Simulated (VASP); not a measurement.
# TePb (I4/mmm) in VASP: notebook

Runs on TePb. Level: PBE. Tasks: single point.

All numbers are computed with VASP 6.6.1; they aren't measurements. Logs are shortened: lines on timing, memory, paths and dates and some standing lists are left out, and cuts for length are marked.

### Step 1. The cell of the first run

It takes space group I4/mmm (No. 139, tetragonal). Conventional cell: a = 5.123 Å, b = 5.123 Å, c = 5.122 Å, α = 90.00°, β = 90.00°, γ = 90.00°. Within 3.4 Å of Te (site symmetry 4/mmm) lie 2 Pb at 2.56 Å. Within 3.4 Å of Pb (site symmetry 4/mmm) lie 2 Te at 2.56 Å.

### Step 2. Single point, PBE

INCAR reads:

```
  PREC = Accurate
  ENCUT = 520
  EDIFF = 1E-6
  ISMEAR = 0
  SIGMA = 0.05
  LREAL = False
  LASPH = True
  NELM = 60
  ALGO = Normal
  ISIF = 2
  LWAVE = False
  LCHARG = False
  GGA = PE
  NBANDS = 17
```

KPOINTS reads:

```
regular mesh
0
Gamma
  8 8 8
```

POSCAR reads:

```
TePb
1.0
    0.0000000000      3.6223673787      2.5610137367
    3.6223673787      0.0000000000      2.5610137367
    3.6223673787      3.6223673787      0.0000000000
Te Pb
1 1
Direct
    0.5000000000      0.5000000000      0.5000000000
    0.0000000000      0.0000000000      0.0000000000
```

Potentials or basis: VASP PAW PBE potentials, release 64 (Te, Pb_d).

Run with:

```sh
$ cat potpaw_PBE.64/Te/POTCAR potpaw_PBE.64/Pb_d/POTCAR > POTCAR
$ mpirun -np 1 vasp_std > vasp.out
```

OUTCAR:

```text
PREC = Accurate
   ENCUT = 520
   EDIFF = 1E-6
   ISMEAR = 0
   LREAL = False
   LASPH = True
   NELM = 60
   ISIF = 2
   GGA = PE

 ion  position               nearest neighbor table
   1  0.500  0.500  0.500-   2 2.56   2 2.56   2 3.62   2 3.62   2 3.62   2 3.62
   2  0.000  0.000  0.000-   1 2.56   1 2.56   1 3.62   1 3.62   1 3.62   1 3.62

  LATTYP: Found a body centered tetragonal cell.
 ALAT       =     5.1228010749
 C/A-ratio  =     0.9998489886

  Lattice vectors:

 A1 = (   0.0000000000,  -3.6223673787,  -2.5610137367)
 A2 = (   0.0000000000,   3.6223673787,  -2.5610137367)
 A3 = (   3.6223673787,   0.0000000000,   2.5610137367)

Analysis of symmetry for initial positions (statically):
=====================================================================
 Subroutine PRICEL returns:
 Original cell was already a primitive cell.

 Routine SETGRP: Setting up the symmetry group for a
 body centered tetragonal supercell.

 Subroutine GETGRP returns: Found 16 space group operations
 (whereof 16 operations were pure point group operations)
 out of a pool of 16 trial point group operations.

The static configuration has the point symmetry D_4h.

Analysis of symmetry for dynamics (positions and initial velocities):
=====================================================================
 Subroutine PRICEL returns:
 Original cell was already a primitive cell.

 Routine SETGRP: Setting up the symmetry group for a
 body centered tetragonal supercell.

 Subroutine GETGRP returns: Found 16 space group operations
 (whereof 16 operations were pure point group operations)
 out of a pool of 16 trial point group operations.

The dynamic configuration has the point symmetry D_4h.

 Subroutine INISYM returns: Found 16 space group operations
 (whereof 16 operations are pure point group operations),
 and found     1 'primitive' translations

----------------------------------------------------------------------------------------

                                     Primitive cell

  volume of cell :      67.2089

  direct lattice vectors                    reciprocal lattice vectors
     0.000000000  3.622367379  2.561013737    -0.138031278  0.138031278  0.195235189
     3.622367379  0.000000000  2.561013737     0.138031278 -0.138031278  0.195235189
     3.622367379  3.622367379  0.000000000     0.138031278  0.138031278 -0.195235189

  length of vectors
     4.436252561  4.436252561  5.122801075     0.276083405  0.276083405  0.276083405

  position of ions in fractional coordinates (direct lattice)
     0.500000000  0.500000000  0.500000000
     0.000000000  0.000000000  0.000000000

  ion indices of the primitive-cell ions
   primitive index   ion index
                 1           1
                 2           2

----------------------------------------------------------------------------------------

 KPOINTS: regular mesh

Automatic generation of k-mesh.
 Grid dimensions read from file:
 generate k-points for:    8    8    8

 Generating k-lattice:

  Cartesian coordinates                     Fractional coordinates (reciprocal lattice)
    -0.017253910  0.017253910  0.024404399     0.125000000 -0.000000000  0.000000000
     0.017253910 -0.017253910  0.024404399    -0.000000000  0.125000000  0.000000000
     0.017253910  0.017253910 -0.024404399     0.000000000  0.000000000  0.125000000

  Length of vectors
     0.034510426  0.034510426  0.034510426

  Shift w.r.t. Gamma in fractional coordinates (k-lattice)
     0.000000000  0.000000000  0.000000000

 Subroutine IBZKPT returns following result:
 ===========================================

 Found     59 irreducible k-points:

 Following reciprocal coordinates:
            Coordinates               Weight
  0.000000  0.000000  0.000000      1.000000
  0.125000 -0.000000  0.000000      8.000000
  0.250000 -0.000000  0.000000      8.000000
  0.375000 -0.000000  0.000000      8.000000
  0.500000 -0.000000  0.000000      4.000000
  0.125000  0.125000  0.000000      2.000000
[... 16 lines left out ...]
  0.250000 -0.000000  0.125000     16.000000
  0.375000 -0.000000  0.125000     16.000000
 [... further k-points ...]
   k-points           NKPTS =     59   k-points in BZ     NKDIM =     59   number of bands    NBANDS=     17
   number of dos      NEDOS =    301   number of ions     NIONS =      2
   total plane-waves  NPLWV =  51840
   dimension x,y,z NGX =    36 NGY =   36 NGZ =   40
   dimension x,y,z NGXF=    72 NGYF=   72 NGZF=   80
   ions per type =               1   1
   NGX,Y,Z   is equivalent  to a cutoff of  13.49, 13.49, 12.98 a.u.
   NGXF,Y,Z  is equivalent  to a cutoff of  26.98, 26.98, 25.96 a.u.
 SYSTEM =  unknown system
   PREC   = accura    normal or accurate (medium, high low for compatibility)
   ISTART =      0    job   : 0-new  1-cont  2-samecut
   ICHARG =      2    charge: 1-file 2-atom 10-const
   ISPIN  =      1    spin polarized calculation?
   LNONCOLLINEAR =      F non collinear calculations
   LSORBIT =      F    spin-orbit coupling
   LASPH  =      T    aspherical Exc in radial PAW
   ENCUT  =  520.0 eV  38.22 Ry    6.18 a.u.   8.25  8.25  9.53*2*pi/ulx,y,z
   NELM   =     60;   NELMIN=  2; NELMDL= -5     # of ELM steps
   EDIFF  = 0.1E-05   stopping-criterion for ELM
   LREAL  =      F    real-space projection
   EDIFFG = 0.1E-04   stopping-criterion for IOM
   NSW    =      0    number of steps for IOM
   IBRION =     -1    ionic relax: 0-MD 1-quasi-New 2-CG
   NFREE  =      0    steps in history (QN), initial steepest desc. (CG)
   ISIF   =      2    stress and relaxation
   ISYM   =      2    0-nonsym 1-usesym 2-fastsym
   POTIM  = 0.5000    time-step for ionic-motion
   TEBEG  =    0.0;   TEEND  =   0.0 temperature during run
   PSTRESS=    0.0 pullay stress
   NELECT =      20.0000    total number of electrons
   NUPDOWN=      -1.0000    fix difference up-down
   EMIN   =  10.00;   EMAX   =-10.00  energy-range for DOS
   EFERMI =   0.00;   METHOD = LEGACY
   ISMEAR =     0;   SIGMA  =   0.05  broadening in eV -4-tet -1-fermi 0-gaus
   EFERMI_NEDOS =   21; number of points for ismear=-14 and -15
   IALGO  =     38    algorithm
   IMIX   =      4    mixing-type and parameters
     AMIX     =   0.40;   BMIX     =  1.00
     AMIX_MAG =   1.60;   BMIX_MAG =  1.00
  volume/ion in A,a.u.               =      33.60       226.77
  Fermi-wavevector in a.u.,A,eV,Ry     =   1.092972  2.065418 16.253366  1.194589
  Thomas-Fermi vector in A             =   2.229249
   LORBIT       =      0    0 simple, 1 ext, 2 COOP (PROOUT), +10 PAW based schemes
   GGA     = PE    functional components
   LHFCALC =     F    Hartree Fock is set to
   AEXX    =    0.0000 exact exchange contribution
   IVDW    =     0    specifies the selected vdW correction
   LEPSILON=     F    determine dielectric tensor
   LRPA    =     F    only Hartree local field effects (RPA)
 non-spin polarized calculation
 Gauss-broadening in eV      SIGMA  =   0.05
  energy-cutoff  :      520.00
  volume of cell :       67.21
 maximum number of plane-waves:      1865
 NGX is ok and might be reduce to    36

 number of electron      20.0000001 magnetization

 Free energy of the ion-electron system (eV)
  ---------------------------------------------------
  ext. energy  EPLUGINS =         0.00000000
  ---------------------------------------------------
  free energy    TOTEN  =        -4.99847716 eV

  energy without entropy =       -4.99657743  energy(sigma->0) =       -4.99752729

 E-fermi :   6.6715     XC(G=0):  -9.1897

 val. band max:        6.6109840323   @ k =   0.5000   0.0000   0.1250
 cond. band min:       6.6962536169   @ k =  -0.3750   0.1250   0.3750
 fundamental gap:      0.0852695846
 Fermi energy:         6.6715041660

 k-point     1 :       0.0000    0.0000    0.0000
  band No.  band energies     occupation
      1     -11.7349      2.00000
      2     -11.2800      2.00000
      3     -11.2800      2.00000
      4     -11.1775      2.00000
      5     -11.1547      2.00000
      6      -7.0220      2.00000
[... 9 lines left out ...]
     16      11.5107      0.00000
     17      13.3774      0.00000

 k-point     2 :       0.1250   -0.0000    0.0000
  band No.  band energies     occupation
      1     -11.7232      2.00000
      2     -11.2804      2.00000
      3     -11.2802      2.00000
      4     -11.1754      2.00000
      5     -11.1555      2.00000
      6      -6.9127      2.00000
[... 9 lines left out ...]
     16      12.2379      0.00000
     17      12.6838      0.00000

 k-point     3 :       0.2500   -0.0000    0.0000
  band No.  band energies     occupation
      1     -11.6956      2.00000
      2     -11.2819      2.00000
      3     -11.2815      2.00000
      4     -11.1694      2.00000
      5     -11.1576      2.00000
      6      -6.5893      2.00000
[... 9 lines left out ...]
     16      13.4325      0.00000
     17      13.8525      0.00000

 k-point     4 :       0.3750   -0.0000    0.0000
  band No.  band energies     occupation
      1     -11.6690      2.00000
      2     -11.2848      2.00000
      3     -11.2830      2.00000
      4     -11.1621      2.00000
      5     -11.1595      2.00000
      6      -6.1049      2.00000
[... 9 lines left out ...]
     16      14.7332      0.00000
     17      15.4617      0.00000

 k-point     5 :       0.5000   -0.0000    0.0000
  band No.  band energies     occupation
      1     -11.6582      2.00000
      2     -11.2862      2.00000
      3     -11.2837      2.00000
      4     -11.1603      2.00000
      5     -11.1588      2.00000
      6      -5.7807      2.00000
[... 9 lines left out ...]
     16      16.5725      0.00000
     17      16.8399      0.00000

 k-point     6 :       0.1250    0.1250    0.0000
  band No.  band energies     occupation
      1     -11.6886      2.00000
      2     -11.2840      2.00000
      3     -11.2840      2.00000
      4     -11.1727      2.00000
      5     -11.1575      2.00000
      6      -6.7940      2.00000
[... 9 lines left out ...]
     16      13.3308      0.00000
     17      13.3332      0.00000

 k-point     7 :       0.2500    0.1250    0.0000
  band No.  band energies     occupation
      1     -11.6616      2.00000
      2     -11.2851      2.00000
      3     -11.2848      2.00000
      4     -11.1667      2.00000
      5     -11.1603      2.00000
      6      -6.4353      2.00000
[... 9 lines left out ...]
     16      12.5257      0.00000
     17      14.9500      0.00000

 k-point     8 :       0.3750    0.1250    0.0000
  band No.  band energies     occupation
      1     -11.6589      2.00000
      2     -11.2837      2.00000
      3     -11.2825      2.00000
      4     -11.1623      2.00000
      5     -11.1599      2.00000
      6      -5.9171      2.00000
[... 9 lines left out ...]
     16      14.1106      0.00000
     17      16.6384      0.00000
[... 203 lines left out ...]
      1     -11.7825      2.00000
      2     -11.2517      2.00000
      3     -11.2516      2.00000
      4     -11.1719      2.00000
      5     -11.1475      2.00000
      6      -5.3557      2.00000
[... 9 lines left out ...]
     16      16.0617      0.00000
     17      16.2576      0.00000

 k-point    20 :      -0.3750    0.3750    0.0000
  band No.  band energies     occupation
      1     -11.7917      2.00000
      2     -11.2520      2.00000
      3     -11.2512      2.00000
      4     -11.1693      2.00000
      5     -11.1511      2.00000
      6      -5.5881      2.00000
[... 9 lines left out ...]
     16      17.4853      0.00000
     17      17.5037      0.00000

 k-point    21 :       0.5000    0.5000    0.0000
  band No.  band energies     occupation
      1     -11.8023      2.00000
      2     -11.2463      2.00000
      3     -11.2463      2.00000
      4     -11.1738      2.00000
      5     -11.1448      2.00000
      6      -5.2904      2.00000
[... 9 lines left out ...]
     16      15.9313      0.00000
     17      16.0524      0.00000

 k-point    22 :       0.1250    0.0000    0.1250
  band No.  band energies     occupation
      1     -11.7394      2.00000
      2     -11.2808      2.00000
      3     -11.2746      2.00000
      4     -11.1760      2.00000
      5     -11.1550      2.00000
      6      -6.9136      2.00000
[... 9 lines left out ...]
     16      12.6972      0.00000
     17      13.8751      0.00000

 k-point    23 :       0.2500   -0.0000    0.1250
  band No.  band energies     occupation
      1     -11.7314      2.00000
      2     -11.2817      2.00000
      3     -11.2716      2.00000
      4     -11.1725      2.00000
      5     -11.1561      2.00000
      6      -6.7068      2.00000
[... 9 lines left out ...]
     16      13.6828      0.00000
     17      14.1893      0.00000

 k-point    24 :       0.3750   -0.0000    0.1250
  band No.  band energies     occupation
      1     -11.7046      2.00000
      2     -11.2832      2.00000
      3     -11.2735      2.00000
      4     -11.1662      2.00000
      5     -11.1581      2.00000
      6      -6.3208      2.00000
[... 9 lines left out ...]
     16      13.8229      0.00000
     17      14.2998      0.00000

 [... further k-points ...]

------------------------ aborting loop because EDIFF is reached ----------------------------------------

  FORCE on cell =-STRESS in cart. coord.  units (eV):
  Direction    XX          YY          ZZ          XY          YZ          ZX
  --------------------------------------------------------------------------------------
  -------------------------------------------------------------------------------------
  Total       -0.6729762     -0.6729762     22.1220636      0.0000000     -0.0000000     -0.0000000
  in kB      -16.0429183    -16.0429183    527.3626014      0.0000000     -0.0000000     -0.0000000
  external PRESSURE =     165.0922550 kB  Pullay stress =       0.0000000 kB

 VOLUME and BASIS-vectors are now :
 -----------------------------------------------------------------------------
  energy-cutoff  :      520.00
  volume of cell :       67.21
      direct lattice vectors                 reciprocal lattice vectors
     0.000000000  3.622367379  2.561013737    -0.138031278  0.138031278  0.195235189
     3.622367379  0.000000000  2.561013737     0.138031278 -0.138031278  0.195235189
     3.622367379  3.622367379  0.000000000     0.138031278  0.138031278 -0.195235189

 POSITION                                       TOTAL-FORCE (eV/Angst)
 -----------------------------------------------------------------------------------
      3.62237      3.62237      2.56101        -0.000000      0.000000     -0.000000
      0.00000      0.00000      0.00000         0.000000     -0.000000      0.000000
 -----------------------------------------------------------------------------------
    total drift:                                0.000000      0.000000      0.000000

  FREE ENERGIE OF THE ION-ELECTRON SYSTEM (eV)
  ---------------------------------------------------
  free  energy   TOTEN  =        -4.9984771583 eV

  energy  without entropy=       -4.9965774292  energy(sigma->0) =       -4.99752729
```

Run time: 2 min. Hardware: 1 thread of Intel Xeon 8259CL, shared host; peak memory 0.25 GiB.

Results:

```
Free energy            : -4.9985 eV
Pressure               : 16.5 GPa
Band gap on the k mesh : zero (bands 10 and 11 overlap by 2.41 eV)
```

Stress tensor (GPa, compression positive):
```
-1.60  0.00  0.00
 0.00 -1.60  0.00
 0.00  0.00 52.74
```

Levels at points of the mesh, in eV from the Fermi level:
| k point | band 7 | band 8 | band 9 | band 10 | band 11 | band 12 | band 13 | band 14 |
| --- | --- | --- | --- | --- | --- | --- | --- | --- |
| (0.00, 0.00, 0.00) | -5.59 | -5.17 | -1.89 | -1.89 | 1.34 | 1.34 | 3.64 | 4.80 |
| (0.50, 0.00, 0.00) | -10.44 | -2.55 | -2.48 | -1.00 | -0.52 | 1.96 | 3.03 | 6.55 |
| (0.50, 0.50, 0.00) | -7.54 | -6.46 | -4.71 | -4.71 | 1.70 | 4.17 | 4.17 | 7.12 |
| (0.50, 0.00, 0.50) | -6.58 | -5.78 | -5.70 | -2.00 | 1.24 | 3.28 | 4.64 | 5.90 |

Caveat: the cell stands under pressure; spin-orbit coupling is left out, which moves the levels of the heavy elements.

### Step 3. Single point, PBE

This run uses another cell than the first one, of the same volume but with other edges.

INCAR reads:

```
SYSTEM = TePb
PREC = Accurate ; ENCUT = 520
EDIFF = 1E-6 ; ISMEAR = 0
SIGMA = 0.05 ; LREAL = .FALSE.
LASPH = .TRUE. ; NELM = 80
ALGO = Normal ; ISIF = 2
LWAVE = .FALSE. ; LCHARG = .TRUE.
GGA = PE ; LELF = .TRUE.
LVHAR = .TRUE. ; NBANDS = 17
```

KPOINTS reads:

```
Automatic mesh
0
G
  8 8 8
  0 0 0
```

POSCAR reads:

```
TePb
1.0
    0.0000000000      2.8750748938      4.0653558998
    2.8750748938      0.0000000000      4.0653558998
    2.8750748938      2.8750748938      0.0000000000
Te Pb
1 1
Direct
    0.5000000000      0.5000000000      0.5000000000
    0.0000000000      0.0000000000      0.0000000000
```

Potentials or basis: VASP PAW PBE potentials, release 64 (Te, Pb_d).

Run with:

```sh
$ cat potpaw_PBE.64/Te/POTCAR potpaw_PBE.64/Pb_d/POTCAR > POTCAR
$ mpirun -np 1 vasp_std > vasp.out
```

It took 1.8 min on 1 thread of Intel Xeon 8259CL, shared host; peak memory 0.25 GiB.

Results (log left out):

* Free energy: -6.0859 eV
* Pressure: 13.4 GPa
* Band gap on the k mesh: zero (bands 10 and 11 overlap by 0.83 eV)

Stress tensor (GPa, compression positive):
```
21.51  0.00  0.00
 0.00 21.51  0.00
 0.00  0.00 -2.95
```

Levels at points of the mesh, in eV from the Fermi level:
```csv
k point,band 7,band 8,band 9,band 10,band 11,band 12,band 13,band 14
"(0.00, 0.00, 0.00)",-5.35,-3.02,-3.02,-2.23,1.98,2.99,4.21,6.17
"(0.50, 0.00, 0.00)",-9.85,-2.23,-1.02,-0.53,0.72,1.31,1.34,7.15
"(0.50, 0.50, 0.00)",-5.77,-4.93,-3.34,-3.34,3.36,4.01,6.42,6.42
"(0.50, 0.00, 0.50)",-8.30,-5.90,-5.50,-2.19,1.73,2.80,6.83,6.96
```

Caveat: the cell stands under pressure; spin-orbit coupling is left out, which moves the levels of the heavy elements.

### Step 4. Single point, PBE

This run uses another cell than the first one, of the same volume but with other edges.

INCAR reads:

```
SYSTEM = TePb
  ALGO = Normal
  EDIFF = 1E-6
  ENCUT = 520
  GGA = PE
  ISIF = 2
  ISMEAR = 0
  LASPH = .TRUE.
  LCHARG = .TRUE.
  LELF = .TRUE.
  LREAL = .FALSE.
  LVHAR = .TRUE.
  LWAVE = .FALSE.
  NBANDS = 17
  NELM = 60
  PREC = Accurate
  SIGMA = 0.05
```

KPOINTS reads:

```
k-points
0
G
  8 8 8
  0 0 0
```

POSCAR reads:

```
TePb
1.0
    0.0000000000      3.4066380285      2.8956423242
    3.4066380285      0.0000000000      2.8956423242
    3.4066380285      3.4066380285      0.0000000000
Te Pb
1 1
Direct
    0.5000000000      0.5000000000      0.5000000000
    0.0000000000      0.0000000000      0.0000000000
```

Run with:

```sh
$ cat potpaw_PBE.64/Te/POTCAR potpaw_PBE.64/Pb_d/POTCAR > POTCAR
$ mpirun -np 1 vasp_std > vasp.out
```

Wall time 89 s (1 thread of Intel Xeon 8259CL, shared host); peak memory 0.24 GiB.

The run converged. Its results:

```yaml
Free_energy: -6.9400 eV
Pressure: 6.1 GPa
Band_gap_on_the_k_mesh: zero (bands 10 and 11 overlap by 0.05 eV)
```

Stress tensor (GPa, compression positive):
```
-2.48  0.00  0.00
 0.00 -2.48  0.00
 0.00  0.00 23.16
```

Levels at points of the mesh, in eV from the Fermi level:
```
           k point  band 6  band 7  band 8  band 9  band 10  band 11  band 12  band 13  band 14  band 15
(0.00, 0.00, 0.00)  -12.90   -6.08   -3.28   -1.56    -1.56     2.21     2.21     4.91     4.91     5.44
(0.50, 0.00, 0.00)  -11.46   -9.50   -1.85   -1.78    -0.28     0.08     0.19     1.45     7.49     7.67
(0.50, 0.50, 0.00)  -10.69   -8.37   -5.54   -3.85    -3.85     2.24     4.47     4.47     7.39     9.36
(0.50, 0.00, 0.50)  -11.58   -7.43   -5.22   -4.34    -2.53     2.86     3.04     5.36     7.38     7.94
```

Caveat: the cell stands under pressure; semilocal functionals underestimate gaps, so a narrow gap can read as zero; spin-orbit coupling is left out, which moves the levels of the heavy elements.

(Part 1 of 2 ends here.)
